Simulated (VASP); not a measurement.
# LiMg3 (Fm-3m) in VASP: further runs

Runs on LiMg3. Level: LDA. Tasks: relaxation of cell and atoms.

All numbers are computed with VASP 6.6.1; they aren't measurements. Logs are shortened: lines on timing, memory, paths and dates and some standing lists are left out, and cuts for length are marked.

## (1) The cell of the first run

The structure is cubic, space group Fm-3m (No. 225). The conventional cell has a = 6.967 Å, b = 6.967 Å, c = 6.967 Å, α = 90.00°, β = 90.00°, γ = 90.00°. Li (site symmetry m-3m) has 14 Mg at 3.02 to 3.48 Å within 4.0 Å. Within 4.0 Å of Mg (site symmetry m-3m) lie 8 Mg at 3.02 Å and 6 Li at 3.48 Å. Within 4.0 Å of Mg (site symmetry -43m) lie 4 Li at 3.02 Å and 10 Mg at 3.02 to 3.48 Å.

## (2) Relaxation of cell and atoms, LDA

Contents of INCAR:

```
  PREC = Accurate
  ENCUT = 600
  EDIFF = 1E-6
  ISMEAR = -1
  SIGMA = 0.1
  LREAL = False
  LASPH = True
  NELM = 80
  ALGO = Normal
  ISIF = 3
  LWAVE = False
  LCHARG = False
  GGA = CA
  IBRION = 2
  NSW = 80
  EDIFFG = -0.01
```

Contents of KPOINTS:

```
regular mesh
0
Gamma
  6 6 6
```

Contents of POSCAR:

```
LiMg3
1.0
    4.9266750000      0.0000000000      0.0000000000
    2.4633375000      4.2666257062      0.0000000000
    2.4633375000      1.4222085687      4.0226132928
Li Mg
1 3
Direct
    0.5000000000      0.5000000000      0.5000000000
    0.0000000000      0.0000000000      0.0000000000
    0.2500000000      0.2500000000      0.2500000000
    0.7500000000      0.7500000000      0.7500000000
```

Potentials or basis: VASP PAW LDA potentials, release 64 (Li_sv, Mg).

The run is started by

```console
$ cat potpaw_LDA.64/Li_sv/POTCAR potpaw_LDA.64/Mg/POTCAR > POTCAR
$ mpirun -np 1 vasp_std > vasp.out
```

OUTCAR:

```text
PREC = Accurate
   ENCUT = 600
   EDIFF = 1E-6
   ISMEAR = -1
   LREAL = False
   LASPH = True
   NELM = 80
   ISIF = 3
   GGA = CA
   IBRION = 2
   NSW = 80
   EDIFFG = -0.01

 ion  position               nearest neighbor table
   1  0.500  0.500  0.500-   3 3.02   4 3.02   4 3.02   3 3.02   3 3.02   4 3.02   4 3.02   3 3.02

   2  0.000  0.000  0.000-   4 3.02   3 3.02   4 3.02   3 3.02   4 3.02   3 3.02   3 3.02   4 3.02

   3  0.250  0.250  0.250-   2 3.02   1 3.02   2 3.02   1 3.02   2 3.02   1 3.02   1 3.02   2 3.02
                             4 3.48   4 3.48   4 3.48   4 3.48   4 3.48   4 3.48
   4  0.750  0.750  0.750-   1 3.02   2 3.02   2 3.02   1 3.02   1 3.02   2 3.02   2 3.02   1 3.02
                             3 3.48   3 3.48   3 3.48   3 3.48   3 3.48   3 3.48

  LATTYP: Found a face centered cubic cell.
 ALAT       =     6.9673706024

  Lattice vectors:

 A1 = (   4.9266750000,   0.0000000000,   0.0000000000)
 A2 = (   2.4633375000,   4.2666257062,   0.0000000000)
 A3 = (   2.4633375000,   1.4222085687,   4.0226132928)

Analysis of symmetry for initial positions (statically):
=====================================================================
 Subroutine PRICEL returns:
 Original cell was already a primitive cell.

 Routine SETGRP: Setting up the symmetry group for a
 face centered cubic supercell.

 Subroutine GETGRP returns: Found 48 space group operations
 (whereof 48 operations were pure point group operations)
 out of a pool of 48 trial point group operations.

The static configuration has the point symmetry O_h .

Analysis of symmetry for dynamics (positions and initial velocities):
=====================================================================
 Subroutine PRICEL returns:
 Original cell was already a primitive cell.

 Routine SETGRP: Setting up the symmetry group for a
 face centered cubic supercell.

 Subroutine GETGRP returns: Found 48 space group operations
 (whereof 48 operations were pure point group operations)
 out of a pool of 48 trial point group operations.

The dynamic configuration has the point symmetry O_h .

 Subroutine INISYM returns: Found 48 space group operations
 (whereof 48 operations are pure point group operations),
 and found     1 'primitive' translations

----------------------------------------------------------------------------------------

                                     Primitive cell

  volume of cell :      84.5565

  direct lattice vectors                    reciprocal lattice vectors
     4.926675000  0.000000000  0.000000000     0.202976653 -0.117188625 -0.082864871
     2.463337500  4.266625706  0.000000000     0.000000000  0.234377250 -0.082864871
     2.463337500  1.422208569  4.022613293     0.000000000  0.000000000  0.248594614

  length of vectors
     4.926675000  4.926675000  4.926675000     0.248594614  0.248594614  0.248594614

  position of ions in fractional coordinates (direct lattice)
     0.500000000  0.500000000  0.500000000
     0.000000000  0.000000000  0.000000000
     0.250000000  0.250000000  0.250000000
     0.750000000  0.750000000  0.750000000

  ion indices of the primitive-cell ions
   primitive index   ion index
                 1           1
                 2           2
                 3           3
                 4           4

----------------------------------------------------------------------------------------

 KPOINTS: regular mesh

Automatic generation of k-mesh.
 Grid dimensions read from file:
 generate k-points for:    6    6    6

 Generating k-lattice:

  Cartesian coordinates                     Fractional coordinates (reciprocal lattice)
     0.033829442 -0.019531438 -0.013810812     0.166666667  0.000000000 -0.000000000
     0.000000000  0.039062875 -0.013810812     0.000000000  0.166666667 -0.000000000
     0.000000000  0.000000000  0.041432436     0.000000000  0.000000000  0.166666667

  Length of vectors
     0.041432436  0.041432436  0.041432436

  Shift w.r.t. Gamma in fractional coordinates (k-lattice)
     0.000000000  0.000000000  0.000000000

[... 28 lines left out ...]
   ISPIN  =      1    spin polarized calculation?
   LNONCOLLINEAR =      F non collinear calculations
   LSORBIT =      F    spin-orbit coupling
   LASPH  =      T    aspherical Exc in radial PAW
   ENCUT  =  600.0 eV  44.10 Ry    6.64 a.u.   9.84  9.84  9.84*2*pi/ulx,y,z
   NELM   =     80;   NELMIN=  2; NELMDL= -5     # of ELM steps
   EDIFF  = 0.1E-05   stopping-criterion for ELM
   LREAL  =      F    real-space projection
   EDIFFG = -.1E-01   stopping-criterion for IOM
   NSW    =     80    number of steps for IOM
   IBRION =      2    ionic relax: 0-MD 1-quasi-New 2-CG
   NFREE  =      1    steps in history (QN), initial steepest desc. (CG)
   ISIF   =      3    stress and relaxation
   ISYM   =      2    0-nonsym 1-usesym 2-fastsym
   POTIM  = 0.5000    time-step for ionic-motion
   TEBEG  =    0.0;   TEEND  =   0.0 temperature during run
   PSTRESS=    0.0 pullay stress
   NELECT =       9.0000    total number of electrons
   NUPDOWN=      -1.0000    fix difference up-down
   EMIN   =  10.00;   EMAX   =-10.00  energy-range for DOS
   EFERMI =   0.00;   METHOD = LEGACY
   ISMEAR =    -1;   SIGMA  =   0.10  broadening in eV -4-tet -1-fermi 0-gaus
   EFERMI_NEDOS =   21; number of points for ismear=-14 and -15
   IALGO  =     38    algorithm
   IMIX   =      4    mixing-type and parameters
     AMIX     =   0.40;   BMIX     =  1.00
     AMIX_MAG =   1.60;   BMIX_MAG =  1.00
  volume/ion in A,a.u.               =      21.14       142.65
  Fermi-wavevector in a.u.,A,eV,Ry     =   0.775842  1.466129  8.189771  0.601931
  Thomas-Fermi vector in A             =   1.878195
   LORBIT       =      0    0 simple, 1 ext, 2 COOP (PROOUT), +10 PAW based schemes
   GGA     = CA    functional components
   LHFCALC =     F    Hartree Fock is set to
   AEXX    =    0.0000 exact exchange contribution
   IVDW    =     0    specifies the selected vdW correction
   LEPSILON=     F    determine dielectric tensor
   LRPA    =     F    only Hartree local field effects (RPA)
 conjugate gradient relaxation of ions
 non-spin polarized calculation
  energy-cutoff  :      600.00
  volume of cell :       84.56
 maximum number of plane-waves:      2838
   NGX = 19   NGY = 19   NGZ = 19

--------------------------------------- Ionic step        1  -------------------------------------------

 number of electron       9.0000005 magnetization

 Free energy of the ion-electron system (eV)
  ---------------------------------------------------
  ext. energy  EPLUGINS =         0.00000000
  ---------------------------------------------------
  free energy    TOTEN  =        -7.65201002 eV

  energy without entropy =       -7.60492721  energy(sigma->0) =       -7.62846861

------------------------ aborting loop because EDIFF is reached ----------------------------------------

  FORCE on cell =-STRESS in cart. coord.  units (eV):
  Direction    XX          YY          ZZ          XY          YZ          ZX
  --------------------------------------------------------------------------------------
  -------------------------------------------------------------------------------------
  Total       -0.7564026     -0.7564026     -0.7564026      0.0000000      0.0000000     -0.0000000
  in kB      -14.3323321    -14.3323321    -14.3323321      0.0000000      0.0000000     -0.0000000
  external PRESSURE =     -14.3323321 kB  Pullay stress =       0.0000000 kB
[... 61 lines left out ...]
  energy  without entropy=       -7.6216079447  energy(sigma->0) =       -7.64413458

--------------------------------------- Ionic step        3  -------------------------------------------

 number of electron       9.0000006 magnetization

 Free energy of the ion-electron system (eV)
  ---------------------------------------------------
  ext. energy  EPLUGINS =         0.00000000
  ---------------------------------------------------
  free energy    TOTEN  =        -7.66938823 eV

  energy without entropy =       -7.62553591  energy(sigma->0) =       -7.64746207

 E-fermi :   2.4888     XC(G=0):  -8.6595

 val. band max:        2.4182634193   @ k =   0.3333   0.3333  -0.0000
 cond. band min:       2.5739090045   @ k =   0.3333   0.1667   0.0000
 fundamental gap:      0.1556455852
 Fermi energy:         2.4888458969

 k-point     1 :       0.0000    0.0000    0.0000
  band No.  band energies     occupation
      1     -43.0000      2.00000
      2      -4.1470      2.00000
      3       4.1933      0.00000
      4       4.1933      0.00000
      5       4.1933      0.00000
      6       4.3199      0.00000
      7       4.3199      0.00000
      8       4.3199      0.00000
[... 194 lines left out ...]
  FREE ENERGIE OF THE ION-ELECTRON SYSTEM (eV)
  ---------------------------------------------------
  free  energy   TOTEN  =        -7.6693882258 eV

  energy  without entropy=       -7.6255359122  energy(sigma->0) =       -7.64746207

 reached required accuracy - stopping structural energy minimisation
```

Wall time 19 s (1 thread of AMD EPYC 9R45 (Zen 5), shared host); peak memory 0.17 GiB.

Results:

```
Free energy                            : -7.6694 eV
Relaxed volume                         : 20.21 Å³/atom
Relaxed cell                           : a = 4.854 Å, b = 4.854 Å, c = 4.854 Å, α = 60.00°, β = 60.00°, γ = 60.00°
Space group after relaxing (to 0.05 Å) : Fm-3m (No. 225)
Energy gained by relaxing              : 4.3 meV/atom
Ionic steps                            : 3
Pressure after relaxing                : 0.0 GPa
```

Step by step:
| step | energy change (eV) | largest force (eV/Å) | pressure (GPa) | volume (Å³) |
| --- | --- | --- | --- | --- |
| 1 | 0.0000 | 0.0000 | -1.43 | 84.56 |
| 2 | -0.0147 | 0.0000 | -0.60 | 82.26 |
| 3 | -0.0174 | 0.0000 | -0.02 | 80.85 |

Final structure:
```
CELL_PARAMETERS angstrom
4.85370 0.00000 0.00000
2.42685 4.20343 0.00000
2.42685 1.40114 3.96303
ATOMIC_POSITIONS crystal
Li 0.50000 0.50000 0.50000
Mg 0.00000 0.00000 0.00000
Mg 0.25000 0.25000 0.25000
Mg 0.75000 0.75000 0.75000
```

Levels at points of the mesh, in eV from the Fermi level:
```
           k point  band 2  band 3  band 4  band 5  band 6  band 7
(0.00, 0.00, 0.00)   -6.64    1.70    1.70    1.70    1.83    1.83
(0.50, 0.00, 0.00)   -4.73   -4.00    1.01    1.01    1.07    1.07
(0.50, 0.50, 0.00)   -3.90   -3.43   -1.16   -1.16   -0.41    0.71
```

Caveat: the cutoff is under 1.25 times the usual one of these potentials, so pressure, stress and relaxed cells hold a basis-set (Pulay) error.

## (3) Relaxation of cell and atoms, LDA, target pressure 5 GPa, at which the enthalpy is minimised

Contents of INCAR:

```
PREC = Accurate
ENCUT = 600
EDIFF = 1E-7
ISMEAR = -1
SIGMA = 0.1
LREAL = F
LASPH = T
NELM = 60
ALGO = Normal
ISIF = 3
LWAVE = F
LCHARG = F
IBRION = 2
NSW = 80
EDIFFG = -0.01
PSTRESS = 50.0
```

Contents of KPOINTS:

```
Automatic mesh
0
Gamma
  6 6 6
```

POSCAR is that of step 2.

Potentials or basis: VASP PAW LDA potentials, release 64 (Li_sv, Mg).

The run is started by

```console
$ cat potpaw_LDA.64/Li_sv/POTCAR potpaw_LDA.64/Mg/POTCAR > POTCAR
$ mpirun -np 1 vasp_std > vasp.out
```

Run time: 25 s. Hardware: 1 thread of AMD EPYC 9R45 (Zen 5), shared host; peak memory 0.17 GiB.

Results (log left out):

```yaml
Free_energy: -7.5433 eV
Relaxed_volume: 18.00 Å³/atom
Relaxed_cell: a = 4.669 Å, b = 4.669 Å, c = 4.669 Å, α = 60.00°, β = 60.00°, γ = 60.00°
Space_group_after_relaxing_to_0.05_Å: Fm-3m (No. 225)
Energy_change_on_relaxing_the_enthalpy_is_what_falls: +27.2 meV/atom
Ionic_steps: 4
Pressure_after_relaxing: 5.0 GPa
```

The path:
| step | energy change (eV) | largest force (eV/Å) | pressure (GPa) | volume (Å³) |
| --- | --- | --- | --- | --- |
| 1 | 0.0000 | 0.0000 | -1.43 | 84.56 |
| 2 | 0.0418 | 0.0000 | 3.25 | 74.59 |
| 3 | 0.1015 | 0.0000 | 4.86 | 72.22 |
| 4 | 0.1087 | 0.0000 | 5.04 | 71.98 |

Final structure:
```
Li Mg
1.0
     4.66927    0.00000    0.00000
     2.33463    4.04371    0.00000
     2.33463    1.34790    3.81244
Li Mg
1 3
Direct
  0.50000 0.50000 0.50000
  0.00000 0.00000 0.00000
  0.25000 0.25000 0.25000
  0.75000 0.75000 0.75000
```

Levels at points of the mesh, in eV from the Fermi level:
| k point | band 1 | band 2 | band 3 | band 4 | band 5 | band 6 | band 7 | band 8 |
| --- | --- | --- | --- | --- | --- | --- | --- | --- |
| (0.00, 0.00, 0.00) | -45.29 | -7.09 | 1.71 | 1.71 | 1.71 | 1.94 | 1.94 | 1.94 |
| (0.50, 0.00, 0.00) | -45.29 | -5.05 | -4.26 | 1.04 | 1.04 | 1.05 | 1.05 | 2.69 |
| (0.50, 0.50, 0.00) | -45.29 | -4.16 | -3.65 | -1.30 | -1.30 | -0.29 | 0.79 | 7.56 |

Caveat: the cutoff is under 1.25 times the usual one of these potentials, so pressure, stress and relaxed cells hold a basis-set (Pulay) error; the cell is relaxed towards a set pressure, so the enthalpy falls and the energy may rise.

## (4) Relaxation of cell and atoms, LDA, target pressure 10 GPa, at which the enthalpy is minimised

Contents of INCAR:

```
PREC = Accurate ; ENCUT = 600
EDIFF = 1E-7 ; ISMEAR = -1
SIGMA = 0.1 ; LREAL = False
LASPH = True ; NELM = 80
ALGO = Normal ; ISIF = 3
LWAVE = False ; LCHARG = False
IBRION = 2 ; NSW = 80
EDIFFG = -0.01 ; PSTRESS = 100.0
```

KPOINTS is that of step 3.

POSCAR is that of step 3.

The run is started by

```console
$ cat potpaw_LDA.64/Li_sv/POTCAR potpaw_LDA.64/Mg/POTCAR > POTCAR
$ mpirun -np 1 vasp_std > vasp.out
```

Wall time 20 s (1 thread of AMD EPYC 9R45 (Zen 5), shared host); peak memory 0.17 GiB.

Results (log left out):

```
Free energy                                            : -7.2914 eV
Relaxed volume                                         : 16.62 Å³/atom
Relaxed cell                                           : a = 4.547 Å, b = 4.547 Å, c = 4.547 Å, α = 60.00°, β = 60.00°, γ = 60.00°
Space group after relaxing (to 0.05 Å)                 : Fm-3m (No. 225)
Energy change on relaxing (the enthalpy is what falls) : +90.2 meV/atom
Ionic steps                                            : 3
Pressure after relaxing                                : 9.9 GPa
```

Step by step:
```
step  energy change (eV)  largest force (eV/Å)  pressure (GPa)  volume (Å³)
   1              0.0000                0.0000           -1.43        84.56
   2              0.3062                0.0000            8.98        67.41
   3              0.3606                0.0000            9.93        66.48
```

Final structure:
```cif
data_structure
_symmetry_space_group_name_H-M 'P 1'
_symmetry_Int_Tables_number 1
_cell_length_a 4.5472
_cell_length_b 4.5472
_cell_length_c 4.5472
_cell_angle_alpha 60.000
_cell_angle_beta 60.000
_cell_angle_gamma 60.000
_cell_volume 66.48
loop_
_atom_site_label
_atom_site_type_symbol
_atom_site_fract_x
_atom_site_fract_y
_atom_site_fract_z
_atom_site_occupancy
Li1 Li 0.50000 0.50000 0.50000 1
Mg1 Mg 0.00000 0.00000 0.00000 1
Mg2 Mg 0.25000 0.25000 0.25000 1
Mg3 Mg 0.75000 0.75000 0.75000 1
```

Levels at points of the mesh, in eV from the Fermi level:
```csv
k point,band 2,band 3,band 4,band 5,band 6,band 7
"(0.00, 0.00, 0.00)",-7.41,1.72,1.72,1.72,2.02,2.02
"(0.50, 0.00, 0.00)",-5.27,-4.44,1.01,1.01,1.10,1.10
"(0.50, 0.50, 0.00)",-4.35,-3.79,-1.40,-1.40,-0.20,0.84
```

Caveat: the cutoff is under 1.25 times the usual one of these potentials, so pressure, stress and relaxed cells hold a basis-set (Pulay) error; the cell is relaxed towards a set pressure, so the enthalpy falls and the energy may rise; the volume moved by over 15 % at a fixed basis, so the end points are rough.

## (5) Relaxation of cell and atoms, LDA, target pressure 20 GPa, at which the enthalpy is minimised

Contents of INCAR:

```
SYSTEM = LiMg3
PREC = Accurate
ENCUT = 600
EDIFF = 1E-6
ISMEAR = -1
SIGMA = 0.1
LREAL = .False.
LASPH = .True.
NELM = 100
ALGO = Normal
ISIF = 3
LWAVE = .False.
LCHARG = .False.
GGA = CA
IBRION = 2
NSW = 80
EDIFFG = -0.01
PSTRESS = 200.0
```

Contents of KPOINTS:

```
regular mesh
0
Gamma
  6 6 6
  0 0 0
```

POSCAR is that of step 4.

The run is started by

```console
$ cat potpaw_LDA.64/Li_sv/POTCAR potpaw_LDA.64/Mg/POTCAR > POTCAR
$ mpirun -np 1 vasp_std > vasp.out
```

Wall time 48 s (1 thread of AMD EPYC 9R45 (Zen 5), shared host); peak memory 0.16 GiB.

The run converged. Its results:

```yaml
Free_energy: -6.6290 eV
Relaxed_volume: 14.79 Å³/atom
Relaxed_cell: a = 4.374 Å, b = 4.374 Å, c = 4.374 Å, α = 60.00°, β = 60.00°, γ = 60.00°
Space_group_after_relaxing_to_0.05_Å: Fm-3m (No. 225)
Energy_change_on_relaxing_the_enthalpy_is_what_falls: +255.7 meV/atom
Ionic_steps: 15
Pressure_after_relaxing: 19.9 GPa
```

Step by step:
```
step  energy change (eV)  largest force (eV/Å)  pressure (GPa)  volume (Å³)
   1              0.0000                0.0000           -1.43        84.56
   2              1.7432                0.0000           29.59        54.46
   3              1.0446                0.0000           20.21        59.00
   4              0.9887                0.0000           19.40        59.45
   5              0.9898                0.0000           19.44        59.44
   6              0.9930                0.0000           19.48        59.42
   7              0.9930                0.0000           19.49        59.41
   8              0.9932                0.0000           19.49        59.41
   9              0.9934                0.0000           19.49        59.41
  10              0.9939                0.0000           19.50        59.41
  11              0.9948                0.0000           19.51        59.40
  12              0.9967                0.0000           19.53        59.39
  13              1.0004                0.0000           19.58        59.35
  14              1.0079                0.0000           19.69        59.29
  15              1.0230                0.0000           19.91        59.17
```

Final structure:
```
CELL_PARAMETERS angstrom
4.37397 0.00000 0.00000
2.18698 3.78796 0.00000
2.18698 1.26265 3.57133
ATOMIC_POSITIONS crystal
Li 0.50000 0.50000 0.50000
Mg 0.00000 0.00000 0.00000
Mg 0.25000 0.25000 0.25000
Mg 0.75000 0.75000 0.75000
```

Levels at points of the mesh, in eV from the Fermi level:
| k point | band 1 | band 2 | band 3 | band 4 | band 5 | band 6 | band 7 | band 8 |
| --- | --- | --- | --- | --- | --- | --- | --- | --- |
| (0.00, 0.00, 0.00) | -45.02 | -7.88 | 1.72 | 1.72 | 1.72 | 2.16 | 2.16 | 2.16 |
| (0.50, 0.00, 0.00) | -45.02 | -5.60 | -4.70 | 0.97 | 0.97 | 1.18 | 1.18 | 3.49 |
| (0.50, 0.50, 0.00) | -45.02 | -4.62 | -4.00 | -1.53 | -1.53 | -0.06 | 0.93 | 8.47 |

Caveat: the cutoff is under 1.25 times the usual one of these potentials, so pressure, stress and relaxed cells hold a basis-set (Pulay) error; the cell is relaxed towards a set pressure, so the enthalpy falls and the energy may rise; the volume moved by over 15 % at a fixed basis, so the end points are rough.

## (6) Overview

| cell | gap on the mesh (eV) | pressure (GPa) |
| --- | --- | --- |
| relaxed | none | 0.0 |
| relaxed to 5 GPa | none | 5.0 |
| relaxed to 10 GPa | none | 9.9 |
| relaxed to 20 GPa | none | 19.9 |

Alike in all rows: task relaxation of cell and atoms; level LDA; potentials or basis VASP PAW LDA potentials, release 64 (Li_sv, Mg); no spin polarisation; k mesh 6 × 6 × 6; cutoff (eV) 600; smearing fermi-dirac 0.1 eV.

Caveats: the cutoff is under 1.25 times the usual one of these potentials, so pressure, stress and relaxed cells hold a basis-set (Pulay) error; the cell is relaxed towards a set pressure, so the enthalpy falls and the energy may rise (some runs); the volume moved by over 15 % at a fixed basis, so the end points are rough (some runs).

Absolute energies hang on the potentials; compare differences alone.
